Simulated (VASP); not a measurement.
# CuO (Cccm) in VASP: settings compared

The runs below take CuO through single point, with LDA, RPBE, PBE, PBEsol.

Everything below comes from runs of VASP 6.6.1. Logs are shortened: lines on timing, memory, paths and dates and some standing lists are left out, and cuts for length are marked.

**1. The cell of the first run**

The structure is orthorhombic, space group Cccm (No. 66). The conventional cell has a = 4.008 Å, b = 4.336 Å, c = 5.190 Å, α = 90.00°, β = 90.00°, γ = 90.00°. Cu (site symmetry 2/m) has 4 O at 1.97 Å within 2.6 Å. Within 2.6 Å of O (site symmetry 222) lie 4 Cu at 1.97 Å and 2 O at 2.60 Å.

**2. Single point, LDA**

File INCAR:

```
ALGO     = Normal         # electronic algorithm
EDIFF    = 1E-6           # SCF threshold, eV
ENCUT    = 820            # plane-wave cutoff, eV
GGA      = CA             # functional
GGA_COMPAT= False        
ISIF     = 2              # what is computed and relaxed
ISMEAR   = -1             # smearing method
LASPH    = True           # aspherical terms in the spheres
LCHARG   = False          # write CHGCAR
LREAL    = False          # projectors in reciprocal space
LWAVE    = False          # write WAVECAR
NBANDS   = 33             # bands
NELM     = 120            # most SCF steps
PREC     = Accurate       # precision mode
SIGMA    = 0.05           # smearing width, eV
```

File KPOINTS:

```
k-points
0
Gamma
  9 9 5
```

File POSCAR:

```
CuO
1.0
    2.0041536028     -2.1678123362      0.0000000000
    2.0041536028      2.1678123362      0.0000000000
    0.0000000000      0.0000000000      5.1900742137
Cu O
2 2
Direct
    0.5000000000      0.0000000000      0.0000000000
    0.0000000000      0.5000000000      0.5000000000
    0.5000000000      0.5000000000      0.2500000000
    0.5000000000      0.5000000000      0.7500000000
```

Potentials or basis: VASP PAW LDA potentials, release 64 (Cu_sv_GW, O).

The run is started by

```console
> cat potpaw_LDA.64/Cu_sv_GW/POTCAR potpaw_LDA.64/O/POTCAR > POTCAR
> mpirun -np 1 vasp_std > vasp.out
```

OUTCAR:

```text
EDIFF = 1E-6
   ENCUT = 820
   GGA = CA
   ISIF = 2
   ISMEAR = -1
   LASPH = True
   LREAL = False
   NELM = 120
   PREC = Accurate

 ion  position               nearest neighbor table
   1  0.500  0.000  0.000-   3 1.97   4 1.97   3 1.97   4 1.97
   2  0.000  0.500  0.500-   3 1.97   4 1.97   3 1.97   4 1.97
   3  0.500  0.500  0.250-   1 1.97   2 1.97   1 1.97   2 1.97
   4  0.500  0.500  0.750-   1 1.97   2 1.97   1 1.97   2 1.97

  LATTYP: Found a base centered orthorhombic cell.
 ALAT       =     4.0083072056
 B/A-ratio  =     1.0816597756
 C/A-ratio  =     1.2948294498

  Lattice vectors:

 A1 = (   2.0041536028,  -2.1678123362,   0.0000000000)
 A2 = (   2.0041536028,   2.1678123362,   0.0000000000)
 A3 = (   0.0000000000,   0.0000000000,   5.1900742137)

Analysis of symmetry for initial positions (statically):
=====================================================================
 Subroutine PRICEL returns:
 Original cell was already a primitive cell.

 Routine SETGRP: Setting up the symmetry group for a
 base centered orthorhombic supercell.

 Subroutine GETGRP returns: Found  8 space group operations
 (whereof  4 operations were pure point group operations)
 out of a pool of  8 trial point group operations.

The static configuration has the point symmetry C_2h.
 The point group associated with its full space group is D_2h.

Analysis of symmetry for dynamics (positions and initial velocities):
=====================================================================
 Subroutine PRICEL returns:
 Original cell was already a primitive cell.

 Routine SETGRP: Setting up the symmetry group for a
 base centered orthorhombic supercell.

 Subroutine GETGRP returns: Found  8 space group operations
 (whereof  4 operations were pure point group operations)
 out of a pool of  8 trial point group operations.

The dynamic configuration has the point symmetry C_2h.
 The point group associated with its full space group is D_2h.

 Subroutine INISYM returns: Found  8 space group operations
 (whereof  4 operations are pure point group operations),
 and found     1 'primitive' translations

----------------------------------------------------------------------------------------

                                     Primitive cell

  volume of cell :      45.0979

  direct lattice vectors                    reciprocal lattice vectors
     2.004153603 -2.167812336  0.000000000     0.249481876 -0.230647271  0.000000000
     2.004153603  2.167812336  0.000000000     0.249481876  0.230647271  0.000000000
     0.000000000  0.000000000  5.190074214     0.000000000  0.000000000  0.192675472

  length of vectors
     2.952294360  2.952294360  5.190074214     0.339763697  0.339763697  0.192675472

  position of ions in fractional coordinates (direct lattice)
     0.500000000  0.000000000  0.000000000
     0.000000000  0.500000000  0.500000000
     0.500000000  0.500000000  0.250000000
     0.500000000  0.500000000  0.750000000

  ion indices of the primitive-cell ions
   primitive index   ion index
                 1           1
                 2           2
                 3           3
                 4           4

----------------------------------------------------------------------------------------

 KPOINTS: k-points

Automatic generation of k-mesh.
 Grid dimensions read from file:
 generate k-points for:    9    9    5

 Generating k-lattice:

  Cartesian coordinates                     Fractional coordinates (reciprocal lattice)
     0.027720208 -0.025627475  0.000000000     0.111111111 -0.000000000  0.000000000
     0.027720208  0.025627475  0.000000000    -0.000000000  0.111111111  0.000000000
     0.000000000  0.000000000  0.038535094     0.000000000  0.000000000  0.200000000

  Length of vectors
     0.037751522  0.037751522  0.038535094

  Shift w.r.t. Gamma in fractional coordinates (k-lattice)
     0.000000000  0.000000000  0.000000000

 Subroutine IBZKPT returns following result:
 ===========================================

 Found     75 irreducible k-points:

 Following reciprocal coordinates:
            Coordinates               Weight
  0.000000  0.000000  0.000000      1.000000
  0.111111  0.000000  0.000000      4.000000
  0.222222  0.000000  0.000000      4.000000
  0.333333 -0.000000  0.000000      4.000000
  0.444444  0.000000  0.000000      4.000000
  0.111111  0.111111  0.000000      2.000000
[... 16 lines left out ...]
 -0.333333  0.333333  0.000000      2.000000
  0.444444  0.444444  0.000000      2.000000
 [... further k-points ...]
   k-points           NKPTS =     75   k-points in BZ     NKDIM =     75   number of bands    NBANDS=     33
   number of dos      NEDOS =    301   number of ions     NIONS =      4
   total plane-waves  NPLWV =  37632
   dimension x,y,z NGX =    28 NGY =   28 NGZ =   48
   dimension x,y,z NGXF=    56 NGYF=   56 NGZF=   96
   ions per type =               2   2
   NGX,Y,Z   is equivalent  to a cutoff of  15.77, 15.77, 15.38 a.u.
   NGXF,Y,Z  is equivalent  to a cutoff of  31.53, 31.53, 30.75 a.u.
 SYSTEM =  unknown system
   PREC   = accura    normal or accurate (medium, high low for compatibility)
   ISTART =      0    job   : 0-new  1-cont  2-samecut
   ICHARG =      2    charge: 1-file 2-atom 10-const
   ISPIN  =      1    spin polarized calculation?
   LNONCOLLINEAR =      F non collinear calculations
   LSORBIT =      F    spin-orbit coupling
   LASPH  =      T    aspherical Exc in radial PAW
   ENCUT  =  820.0 eV  60.27 Ry    7.76 a.u.   6.89  6.89 12.12*2*pi/ulx,y,z
   NELM   =    120;   NELMIN=  2; NELMDL= -5     # of ELM steps
   EDIFF  = 0.1E-05   stopping-criterion for ELM
   LREAL  =      F    real-space projection
   EDIFFG = 0.1E-04   stopping-criterion for IOM
   NSW    =      0    number of steps for IOM
   IBRION =     -1    ionic relax: 0-MD 1-quasi-New 2-CG
   NFREE  =      0    steps in history (QN), initial steepest desc. (CG)
   ISIF   =      2    stress and relaxation
   ISYM   =      2    0-nonsym 1-usesym 2-fastsym
   POTIM  = 0.5000    time-step for ionic-motion
   TEBEG  =    0.0;   TEEND  =   0.0 temperature during run
   PSTRESS=    0.0 pullay stress
   NELECT =      50.0000    total number of electrons
   NUPDOWN=      -1.0000    fix difference up-down
   EMIN   =  10.00;   EMAX   =-10.00  energy-range for DOS
   EFERMI =   0.00;   METHOD = LEGACY
   ISMEAR =    -1;   SIGMA  =   0.05  broadening in eV -4-tet -1-fermi 0-gaus
   EFERMI_NEDOS =   21; number of points for ismear=-14 and -15
   IALGO  =     38    algorithm
   IMIX   =      4    mixing-type and parameters
     AMIX     =   0.40;   BMIX     =  1.00
     AMIX_MAG =   1.60;   BMIX_MAG =  1.00
  volume/ion in A,a.u.               =      11.27        76.08
  Fermi-wavevector in a.u.,A,eV,Ry     =   1.694388  3.201928 39.061634  2.870949
  Thomas-Fermi vector in A             =   2.775622
   LORBIT       =      0    0 simple, 1 ext, 2 COOP (PROOUT), +10 PAW based schemes
   GGA     = CA    functional components
   LHFCALC =     F    Hartree Fock is set to
   AEXX    =    0.0000 exact exchange contribution
   IVDW    =     0    specifies the selected vdW correction
   LEPSILON=     F    determine dielectric tensor
   LRPA    =     F    only Hartree local field effects (RPA)
 non-spin polarized calculation
  energy-cutoff  :      820.00
  volume of cell :       45.10
 maximum number of plane-waves:      2442
   NGX = 13   NGY = 13   NGZ = 25

 number of electron      49.9999987 magnetization

 Free energy of the ion-electron system (eV)
  ---------------------------------------------------
  ext. energy  EPLUGINS =         0.00000000
  ---------------------------------------------------
  free energy    TOTEN  =       -23.47890390 eV

  energy without entropy =      -23.45938210  energy(sigma->0) =      -23.46914300

 E-fermi :   4.2329     XC(G=0): -12.1354

 val. band max:        4.2194511303   @ k =   0.1111   0.1111   0.4000
 cond. band min:       4.2401699411   @ k =   0.2222   0.1111   0.0000
 fundamental gap:      0.0207188107
 Fermi energy:         4.2328695815

 k-point     1 :       0.0000    0.0000    0.0000
  band No.  band energies     occupation
      1    -107.2852      2.00000
      2    -107.2847      2.00000
      3     -65.3616      2.00000
      4     -65.3614      2.00000
      5     -65.3266      2.00000
      6     -65.3216      2.00000
[... 25 lines left out ...]
     32      18.5450      0.00000
     33      19.1878      0.00000

 k-point     2 :       0.1111    0.0000    0.0000
  band No.  band energies     occupation
      1    -107.2852      2.00000
      2    -107.2848      2.00000
      3     -65.3629      2.00000
      4     -65.3615      2.00000
      5     -65.3267      2.00000
      6     -65.3217      2.00000
[... 25 lines left out ...]
     32      18.7030      0.00000
     33      19.1838      0.00000

 k-point     3 :       0.2222    0.0000    0.0000
  band No.  band energies     occupation
      1    -107.2850      2.00000
      2    -107.2848      2.00000
      3     -65.3664      2.00000
      4     -65.3614      2.00000
      5     -65.3260      2.00000
      6     -65.3219      2.00000
[... 25 lines left out ...]
     32      18.6308      0.00000
     33      19.4610      0.00000

 k-point     4 :       0.3333   -0.0000    0.0000
  band No.  band energies     occupation
      1    -107.2848      2.00000
      2    -107.2846      2.00000
      3     -65.3701      2.00000
      4     -65.3612      2.00000
      5     -65.3249      2.00000
      6     -65.3223      2.00000
[... 673 lines left out ...]
     32      15.7824      0.00000
     33      16.9470      0.00000

 k-point    23 :      -0.3333    0.3333    0.0000
  band No.  band energies     occupation
      1    -107.2844      2.00000
      2    -107.2842      2.00000
      3     -65.3705      2.00000
      4     -65.3687      2.00000
      5     -65.3239      2.00000
      6     -65.3219      2.00000
[... 25 lines left out ...]
     32      16.1708      0.00000
     33      17.2783      0.00000

 k-point    24 :       0.4444    0.4444    0.0000
  band No.  band energies     occupation
      1    -107.2843      2.00000
      2    -107.2839      2.00000
      3     -65.3733      2.00000
      4     -65.3707      2.00000
      5     -65.3229      2.00000
      6     -65.3224      2.00000
[... 25 lines left out ...]
     32      15.4419      0.00000
     33      15.8125      0.00000

 [... further k-points ...]

------------------------ aborting loop because EDIFF is reached ----------------------------------------

  FORCE on cell =-STRESS in cart. coord.  units (eV):
  Direction    XX          YY          ZZ          XY          YZ          ZX
  --------------------------------------------------------------------------------------
  -------------------------------------------------------------------------------------
  Total       -3.4307986     -4.1146180     -5.1668978      0.0000000      0.0000000      0.0000000
  in kB     -121.8848019   -146.1786183   -183.5626017      0.0000000      0.0000000      0.0000000
  external PRESSURE =    -150.5420073 kB  Pullay stress =       0.0000000 kB

 VOLUME and BASIS-vectors are now :
 -----------------------------------------------------------------------------
  energy-cutoff  :      820.00
  volume of cell :       45.10
      direct lattice vectors                 reciprocal lattice vectors
     2.004153603 -2.167812336  0.000000000     0.249481876 -0.230647271  0.000000000
     2.004153603  2.167812336  0.000000000     0.249481876  0.230647271  0.000000000
     0.000000000  0.000000000  5.190074214     0.000000000  0.000000000  0.192675472

 POSITION                                       TOTAL-FORCE (eV/Angst)
 -----------------------------------------------------------------------------------
      1.00208     -1.08391      0.00000        -0.000000      0.000000      0.000000
      1.00208      1.08391      2.59504         0.000000      0.000000      0.000000
      2.00415      0.00000      1.29752         0.000000     -0.000000     -0.000000
      2.00415      0.00000      3.89256         0.000000     -0.000000      0.000000
 -----------------------------------------------------------------------------------
    total drift:                                0.000000      0.000000     -0.000000

  FREE ENERGIE OF THE ION-ELECTRON SYSTEM (eV)
  ---------------------------------------------------
  free  energy   TOTEN  =       -23.4789039043 eV

  energy  without entropy=      -23.4593821050  energy(sigma->0) =      -23.46914300
```

Run time: 3.7 min. Hardware: 1 thread of Intel Xeon Platinum 8488C (Sapphire Rapids), shared host; peak memory 0.32 GiB.

Results:

| Item | Value |
| --- | --- |
| Free energy | -23.4789 eV |
| Pressure | -15.1 GPa |
| Band gap on the k mesh | zero (bands 25 and 26 overlap by 0.85 eV) |

Stress tensor (GPa, compression positive):
```
-12.19   0.00   0.00
  0.00 -14.62   0.00
  0.00   0.00 -18.36
```

Caveat: the stress differs along the axes, from -18 to -12 GPa; semilocal functionals often make such compounds metallic where correlation or magnetic order opens a gap, which also shifts bond lengths. With open d or f shells a metallic result of LDA can be an artefact of self-interaction; +U or a hybrid may open a gap.

**3. Single point, RPBE**

This run uses another cell than the first one, of 10.83 Å³/atom.

File INCAR:

```
  PREC = Accurate
  ENCUT = 820
  EDIFF = 1E-6
  ISMEAR = -1
  SIGMA = 0.05
  LREAL = F
  LASPH = T
  NELM = 120
  ALGO = Normal
  ISIF = 2
  LWAVE = F
  LCHARG = F
  GGA = RP
  NBANDS = 33
  GGA_COMPAT = F
```

File KPOINTS:

```
regular mesh
0
Gamma
  9 9 5
```

File POSCAR:

```
CuO
1.0
    1.9776053960     -2.1390962088      0.0000000000
    1.9776053960      2.1390962088      0.0000000000
    0.0000000000      0.0000000000      5.1213234137
Cu O
2 2
Direct
    0.5000000000      0.0000000000      0.0000000000
    0.0000000000      0.5000000000      0.5000000000
    0.5000000000      0.5000000000      0.2500000000
    0.5000000000      0.5000000000      0.7500000000
```

Potentials or basis: VASP PAW PBE potentials, release 64 (Cu_sv_GW, O).

The run is started by

```console
> cat potpaw_PBE.64/Cu_sv_GW/POTCAR potpaw_PBE.64/O/POTCAR > POTCAR
> mpirun -np 1 vasp_std > vasp.out
```

Run time: 2.5 min. Hardware: 1 thread of Intel Xeon Platinum 8559C (Emerald Rapids), shared host; peak memory 0.34 GiB.

Results (log left out):

| Property | Result |
| --- | --- |
| Free energy | -18.1126 eV |
| Pressure | 9.2 GPa |
| Band gap on the k mesh | zero (bands 25 and 26 overlap by 0.86 eV) |

Stress tensor (GPa, compression positive):
```
 8.72  0.00  0.00
 0.00  8.31  0.00
 0.00  0.00 10.70
```

Levels at points of the mesh, in eV from the Fermi level:
| k point | band 22 | band 23 | band 24 | band 25 | band 26 | band 27 | band 28 | band 29 |
| --- | --- | --- | --- | --- | --- | --- | --- | --- |
| (0.00, 0.00, 0.00) | -2.41 | -2.35 | -1.93 | 0.60 | 0.79 | 1.49 | 6.17 | 7.43 |

Caveat: the cell stands under pressure; the PAW data sets were made with another functional, which shifts forces and pressure a little; semilocal functionals often make such compounds metallic where correlation or magnetic order opens a gap, which also shifts bond lengths.

[end of part 1 of 2]

The gap in the log of VASP goes by the Fermi energy; the results here count the filled bands.